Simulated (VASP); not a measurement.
Runs of VASP 6.6.1 on Nb. The cell holds a slab with vacuum, 5 atoms: a = 2.882 Å, b = 2.882 Å, c = 24.413 Å, α = 90.00°, β = 90.00°, γ = 109.47°. 

| k mesh | smearing | dipole correction | gap on the mesh (eV) | largest force (eV/Å) |
| --- | --- | --- | --- | --- |
| 7 × 7 × 1 | fermi-dirac 0.1 eV | yes | none | (b) |
| 7 × 7 × 1 | methfessel-paxton 0.05 eV | no | none | (a) |
| 13 × 13 × 1 | fermi-dirac 0.1 eV | yes | none | 0.52 |
| 11 × 11 × 1 | fermi-dirac 0.1 eV | yes | none | 0.55 |
| 9 × 9 × 1 | fermi-dirac 0.1 eV | yes | none | 0.50 |

Alike in all rows: task single point; level PBE; potentials or basis VASP PAW PBE potentials, release 64 (Nb_sv); no spin polarisation; cell as given; cutoff (eV) 520.

Problem. Estimate the missing entries.

Solution. (a) 0.57; (b) 0.56.

A k mesh can miss the band edges, and the runs leave out spin-orbit coupling on Nb.

A gap of «none» marks levels without a gap at the run's occupations.
